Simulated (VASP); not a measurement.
# Cr (Im-3m) in VASP: a series of runs

Cr is run at these levels: PBE; tasks: single point.

Program: VASP 6.6.1. These are calculated values, not measurements. Logs are shortened: lines on timing, memory, paths and dates and some standing lists are left out, and cuts for length are marked.

## 1. The cell of the first run

It takes space group Im-3m (No. 229, cubic). Conventional cell: a = 2.790 Å, b = 2.790 Å, c = 2.790 Å, α = 90.00°, β = 90.00°, γ = 90.00°. Within 3.2 Å of Cr (site symmetry m-3m) lie 14 Cr at 2.42 to 2.79 Å.

## 2. Single point, PBE (volume scaled by 0.94)

Contents of INCAR:

```
ALGO = Fast
EDIFF = 1E-6
ENCUT = 520
GGA = PE
ISIF = 2
ISMEAR = 0
LASPH = T
LCHARG = F
LREAL = F
LWAVE = F
NBANDS = 12
NELM = 80
PREC = Accurate
SIGMA = 0.1
```

Contents of KPOINTS:

```
k-points
0
Gamma
  20 20 20
```

Contents of POSCAR:

```
Cr
1.0
   -1.3948473620      1.3948473620      1.3948473620
    1.3948473620     -1.3948473620      1.3948473620
    1.3948473620      1.3948473620     -1.3948473620
Cr
1
Direct
    0.0000000000      0.0000000000      0.0000000000
```

Potentials or basis: VASP PAW PBE potentials, release 64 (Cr_pv).

Started as:

```console
$ cat potpaw_PBE.64/Cr_pv/POTCAR > POTCAR
$ mpirun -np 1 vasp_std > vasp.out
```

OUTCAR:

```text
EDIFF = 1E-6
   ENCUT = 520
   GGA = PE
   ISIF = 2
   ISMEAR = 0
   LASPH = T
   LREAL = F
   NELM = 80
   PREC = Accurate

 ion  position               nearest neighbor table
   1  0.000  0.000  0.000-

  LATTYP: Found a body centered cubic cell.
 ALAT       =     2.7896947240

  Lattice vectors:

 A1 = (  -1.3948473620,   1.3948473620,   1.3948473620)
 A2 = (   1.3948473620,  -1.3948473620,   1.3948473620)
 A3 = (   1.3948473620,   1.3948473620,  -1.3948473620)

Analysis of symmetry for initial positions (statically):
=====================================================================
 Subroutine PRICEL returns:
 Original cell was already a primitive cell.

 Routine SETGRP: Setting up the symmetry group for a
 body centered cubic supercell.

 Subroutine GETGRP returns: Found 48 space group operations
 (whereof 48 operations were pure point group operations)
 out of a pool of 48 trial point group operations.

The static configuration has the point symmetry O_h .

Analysis of symmetry for dynamics (positions and initial velocities):
=====================================================================
 Subroutine PRICEL returns:
 Original cell was already a primitive cell.

 Routine SETGRP: Setting up the symmetry group for a
 body centered cubic supercell.

 Subroutine GETGRP returns: Found 48 space group operations
 (whereof 48 operations were pure point group operations)
 out of a pool of 48 trial point group operations.

The dynamic configuration has the point symmetry O_h .

 Subroutine INISYM returns: Found 48 space group operations
 (whereof 48 operations are pure point group operations),
 and found     1 'primitive' translations

----------------------------------------------------------------------------------------

                                     Primitive cell

  volume of cell :      10.8553

  direct lattice vectors                    reciprocal lattice vectors
    -1.394847362  1.394847362  1.394847362     0.000000000  0.358462161  0.358462161
     1.394847362 -1.394847362  1.394847362     0.358462161  0.000000000  0.358462161
     1.394847362  1.394847362 -1.394847362     0.358462161  0.358462161  0.000000000

  length of vectors
     2.415946500  2.415946500  2.415946500     0.506942050  0.506942050  0.506942050

  position of ions in fractional coordinates (direct lattice)
     0.000000000  0.000000000  0.000000000

  ion indices of the primitive-cell ions
   primitive index   ion index
                 1           1

[... 83 lines left out ...]
   NUPDOWN=      -1.0000    fix difference up-down
   EMIN   =  10.00;   EMAX   =-10.00  energy-range for DOS
   EFERMI =   0.00;   METHOD = LEGACY
   ISMEAR =     0;   SIGMA  =   0.10  broadening in eV -4-tet -1-fermi 0-gaus
   EFERMI_NEDOS =   21; number of points for ismear=-14 and -15
   IALGO  =     68    algorithm
   IMIX   =      4    mixing-type and parameters
     AMIX     =   0.40;   BMIX     =  1.00
     AMIX_MAG =   1.60;   BMIX_MAG =  1.00
  volume/ion in A,a.u.               =      10.86        73.25
  Fermi-wavevector in a.u.,A,eV,Ry     =   1.692733  3.198802 38.985404  2.865346
  Thomas-Fermi vector in A             =   2.774266
   LORBIT       =      0    0 simple, 1 ext, 2 COOP (PROOUT), +10 PAW based schemes
   GGA     = PE    functional components
   LHFCALC =     F    Hartree Fock is set to
   AEXX    =    0.0000 exact exchange contribution
   IVDW    =     0    specifies the selected vdW correction
   LEPSILON=     F    determine dielectric tensor
   LRPA    =     F    only Hartree local field effects (RPA)
 non-spin polarized calculation
 RMM-DIIS sequential band-by-band and
 Gauss-broadening in eV      SIGMA  =   0.10
  energy-cutoff  :      520.00
  volume of cell :       10.86
 maximum number of plane-waves:       321
 NGX is ok and might be reduce to    18
   NGX =  9   NGY =  9   NGZ =  9

 number of electron      12.0000011 magnetization

 Free energy of the ion-electron system (eV)
  ---------------------------------------------------
  ext. energy  EPLUGINS =         0.00000000
  ---------------------------------------------------
  free energy    TOTEN  =        -9.48337377 eV

  energy without entropy =       -9.48017258  energy(sigma->0) =       -9.48177318

 E-fermi :  11.9045     XC(G=0): -14.0385

 val. band max:       11.8915407907   @ k =   0.1000   0.0500   0.0500
 cond. band min:      11.9216218190   @ k =   0.1500   0.0500  -0.0000
 fundamental gap:      0.0300810282
 Fermi energy:        11.9045230358

 k-point     1 :       0.0000    0.0000    0.0000
  band No.  band energies     occupation
      1     -30.7531      2.00000
      2     -30.7531      2.00000
      3     -30.7531      2.00000
      4       3.8110      2.00000
      5      10.8896      2.00000
      6      10.8896      2.00000
      7      10.8896      2.00000
      8      13.1143      0.00000
      9      13.1143      0.00000
     10      19.0312      0.00000
     11      34.6707      0.00000
     12      34.6707      0.00000
[... 331 lines left out ...]
 k-point    24 :       0.2500    0.1000    0.0000
  band No.  band energies     occupation
      1     -31.5053      2.00000
      2     -30.9933      2.00000
      3     -30.7962      2.00000
      4       7.0701      2.00000
      5       9.7440      2.00000
      6      10.3560      2.00000
      7      12.7069      0.00000
      8      13.4286      0.00000
      9      13.8062      0.00000
     10      19.0302      0.00000
     11      27.7655      0.00000
     12      30.7392      0.00000

 [... further k-points ...]

------------------------ aborting loop because EDIFF is reached ----------------------------------------

  FORCE on cell =-STRESS in cart. coord.  units (eV):
  Direction    XX          YY          ZZ          XY          YZ          ZX
  --------------------------------------------------------------------------------------
  -------------------------------------------------------------------------------------
  Total        1.1986707      1.1986707      1.1986707     -0.0000000      0.0000000      0.0000000
  in kB      176.9173432    176.9173432    176.9173432     -0.0000000      0.0000000      0.0000000
  external PRESSURE =     176.9173432 kB  Pullay stress =       0.0000000 kB

 VOLUME and BASIS-vectors are now :
 -----------------------------------------------------------------------------
  energy-cutoff  :      520.00
  volume of cell :       10.86
      direct lattice vectors                 reciprocal lattice vectors
    -1.394847362  1.394847362  1.394847362     0.000000000  0.358462161  0.358462161
     1.394847362 -1.394847362  1.394847362     0.358462161  0.000000000  0.358462161
     1.394847362  1.394847362 -1.394847362     0.358462161  0.358462161  0.000000000

 POSITION                                       TOTAL-FORCE (eV/Angst)
 -----------------------------------------------------------------------------------
      0.00000      0.00000      0.00000        -0.000000      0.000000     -0.000000
 -----------------------------------------------------------------------------------
    total drift:                                0.000000     -0.000000      0.000000

  FREE ENERGIE OF THE ION-ELECTRON SYSTEM (eV)
  ---------------------------------------------------
  free  energy   TOTEN  =        -9.4833737731 eV

  energy  without entropy=       -9.4801725772  energy(sigma->0) =       -9.48177318
```

Wall time 30 s (1 thread of AMD EPYC 7R43 (Zen 3), shared host); peak memory 0.11 GiB.

What came out:

```yaml
Free_energy: -9.4834 eV
Pressure: 17.7 GPa
Band_gap_on_the_k_mesh: zero (band 6 reaches 14.55 eV, above the bottom of band 7 at 10.89 eV)
```

Levels at points of the mesh, in eV from the Fermi level:
```
           k point  band 3  band 4  band 5  band 6  band 7  band 8  band 9  band 10
(0.00, 0.00, 0.00)  -42.66   -8.09   -1.01   -1.01   -1.01    1.21    1.21     7.13
(0.50, 0.00, 0.00)  -42.67   -4.77   -2.70    1.22    1.27    1.59    3.08     7.12
(0.50, 0.50, 0.50)  -43.41   -4.73   -4.73    2.65    2.65    2.65    7.12    11.18
```

Caveat: the cell differs from its parent crystal (volume scaled by 0.94); the run has no spin polarisation, though such a crystal can be magnetic. Spin polarisation is off, so any magnetic state and its effect on volume and gap are missing.

## 3. Single point, PBE (volume scaled by 0.97)

Contents of INCAR:

```
PREC = Accurate
ENCUT = 520
EDIFF = 1E-6
ISMEAR = 0
SIGMA = 0.1
LREAL = False
LASPH = True
NELM = 60
ALGO = Fast
ISIF = 2
LWAVE = False
LCHARG = False
GGA = PE
NBANDS = 12
```

Contents of KPOINTS:

```
Automatic mesh
0
Gamma
  20 20 20
```

Contents of POSCAR:

```
Cr
1.0
   -1.4095310448      1.4095310448      1.4095310448
    1.4095310448     -1.4095310448      1.4095310448
    1.4095310448      1.4095310448     -1.4095310448
Cr
1
Direct
    0.0000000000      0.0000000000      0.0000000000
```

Potentials or basis: VASP PAW PBE potentials, release 64 (Cr_pv).

Started as:

```console
$ cat potpaw_PBE.64/Cr_pv/POTCAR > POTCAR
$ mpirun -np 1 vasp_std > vasp.out
```

Wall time 28 s (1 thread of AMD EPYC 7R43 (Zen 3), shared host); peak memory 0.11 GiB.

It converged, with:

```
Free energy            : -9.5109 eV
Pressure               : 8.2 GPa
Band gap on the k mesh : zero (band 6 reaches 13.97 eV, above the bottom of band 7 at 10.47 eV)
```

Levels at points of the mesh, in eV from the Fermi level:
```csv
k point,band 2,band 3,band 4,band 5,band 6,band 7,band 8,band 9,band 10,band 11
"(0.00, 0.00, 0.00)",-42.70,-42.70,-7.99,-0.97,-0.97,-0.97,1.17,1.17,7.11,22.52
"(0.50, 0.00, 0.00)",-43.02,-42.71,-4.61,-2.58,1.17,1.18,1.53,2.94,7.10,10.28
"(0.50, 0.50, 0.50)",-43.39,-43.39,-4.52,-4.52,2.53,2.53,2.53,7.10,10.87,10.87
```

Caveat: the cell differs from its parent crystal (volume scaled by 0.97); the run has no spin polarisation, though such a crystal can be magnetic. Spin polarisation is off, so any magnetic state and its effect on volume and gap are missing.

## 4. Single point, PBE

This run uses another cell than the first one, of 11.55 Å³/atom, 1.064 times its volume.

Contents of INCAR:

```
ALGO = Fast
EDIFF = 1E-6
ENCUT = 520
GGA = PE
ISIF = 2
ISMEAR = 0
LASPH = T
LCHARG = T
LELF = T
LREAL = F
LVHAR = T
LWAVE = F
NBANDS = 12
NELM = 60
PREC = Accurate
SIGMA = 0.1
```

Contents of KPOINTS:

```
k-points
0
Gamma
  20 20 20
```

Contents of POSCAR:

```
Cr
1.0
   -1.4239150081      1.4239150081      1.4239150081
    1.4239150081     -1.4239150081      1.4239150081
    1.4239150081      1.4239150081     -1.4239150081
Cr
1
Direct
    0.0000000000      0.0000000000      0.0000000000
```

Started as:

```console
$ cat potpaw_PBE.64/Cr_pv/POTCAR > POTCAR
$ mpirun -np 1 vasp_std > vasp.out
```

It took 30 s on 1 thread of AMD EPYC 7R43 (Zen 3), shared host; peak memory 0.1 GiB.

The run converged. Its results:

```
Free energy            : -9.5187 eV
Pressure               : -0.3 GPa
Band gap on the k mesh : zero (band 6 reaches 13.42 eV, above the bottom of band 7 at 10.06 eV)
```

Levels at points of the mesh, in eV from the Fermi level:
| k point | band 3 | band 4 | band 5 | band 6 | band 7 | band 8 | band 9 | band 10 |
| --- | --- | --- | --- | --- | --- | --- | --- | --- |
| (0.00, 0.00, 0.00) | -42.74 | -7.88 | -0.93 | -0.93 | -0.93 | 1.12 | 1.12 | 7.09 |
| (0.50, 0.00, 0.00) | -42.75 | -4.45 | -2.48 | 1.10 | 1.12 | 1.46 | 2.82 | 7.08 |
| (0.50, 0.50, 0.50) | -43.37 | -4.33 | -4.33 | 2.43 | 2.43 | 2.43 | 7.09 | 10.59 |

Caveat: the run has no spin polarisation, though such a crystal can be magnetic. Spin polarisation is off, so any magnetic state and its effect on volume and gap are missing.

## 5. Summary

```csv
cell,gap on the mesh (eV),pressure (GPa)
"a = 2.416 Å, angles 109.5°, 1 atom",none,17.7
"a = 2.441 Å, angles 109.5°, 1 atom",none,8.2
"a = 2.466 Å, angles 109.5°, 1 atom",none,-0.3
```

Alike in all rows: task single point; level PBE; potentials or basis VASP PAW PBE potentials, release 64 (Cr_pv); no spin polarisation; k mesh 20 × 20 × 20; cutoff (eV) 520; smearing gaussian 0.1 eV.

Caveats: the run has no spin polarisation, though such a crystal can be magnetic.

Absolute energies hang on the potentials; compare differences alone.
